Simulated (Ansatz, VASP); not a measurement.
**CdH2 in VASP and in Ansatz**

INCAR

```
SYSTEM = CdH2
PREC = Accurate
ENCUT = 600
EDIFF = 1E-6
ISMEAR = 0
SIGMA = 0.1
LREAL = .FALSE.
LASPH = .TRUE.
NELM = 100
ALGO = Normal
ISIF = 3
LWAVE = .FALSE.
LCHARG = .FALSE.
GGA = PE
IBRION = 2
NSW = 100
EDIFFG = -0.01
```

The input KPOINTS:

```
Automatic mesh
0
G
  16 16 16
  0 0 0
```

Contents of POSCAR:

```
CdH2
1.0
    0.0000000000      2.5502683563      2.5502683563
    2.5502683563      0.0000000000      2.5502683563
    2.5502683563      2.5502683563      0.0000000000
Cd H
1 2
Direct
    0.0000000000      0.0000000000      0.0000000000
    0.2500000000      0.2500000000      0.2500000000
    0.7500000000      0.7500000000      0.7500000000
```

Input for Ansatz:

```yaml
crystal:
  lattice:
    - [0.0, 2.5502683563, 2.5502683563]
    - [2.5502683563, 0.0, 2.5502683563]
    - [2.5502683563, 2.5502683563, 0.0]
  atoms:
    - { symbol: Cd, position: [0.0, 0.0, 0.0] }
    - { symbol: H, position: [0.25, 0.25, 0.25] }
    - { symbol: H, position: [0.75, 0.75, 0.75] }
basis:
  ecutwfc: 420
kpoints:
  mp_grid: { grid: [16, 16, 16] }
hamiltonian:
  xc: pbe
scf:
  occupations: { method: gaussian, width: 0.1 }
output:
  forces: true
  stress: true
  eigenvalues: true
  write_density: true
  write_potential: true
  elf: true
  volumetric_format: npy
relax:
  adjacent_minimum: "off"
  f_tol: 0.01
  max_steps: 80
  cell: { stress_tol: 0.05 }
```

Change from the starting cell: ordered vacancies on the cation sites of caesium chloride (Fm-3m, No. 225).

Alike in both runs: task relaxation of cell and atoms; functional PBE; k mesh 16 × 16 × 16; occupations gaussian, width 0.1 eV; no spin polarisation.

```csv
,VASP,Ansatz
version,VASP 6.6.1,Ansatz 0.2.0
potentials or method,"VASP PAW PBE potentials, release 64 (Cd, H), cutoff 600 eV","scalar-relativistic, plane waves, PAW"
valence electrons in the cell,14,22
```

Ansatz gave:

| Quantity | Value |
| --- | --- |
| gap on the k mesh at the Fermi level, each at its own relaxed structure (eV) | none |
| relaxed volume (Å³/atom) | 11.09 |
| relaxed length of the cell vector where the two differ most in proportion (Å) | 3.610 |

Problem. Estimate VASP's values.

Solution. gap on the k mesh at the Fermi level, each at its own relaxed structure (eV): none; relaxed volume (Å³/atom): 11.10; relaxed length of the cell vector where the two differ most in proportion (Å): 3.612.

A gap of «none» marks a metal or a gap that the smearing closes. VASP's potentials hold 14 valence electrons a cell and Ansatz's 22, so a difference there can come from the potentials and not from the codes.
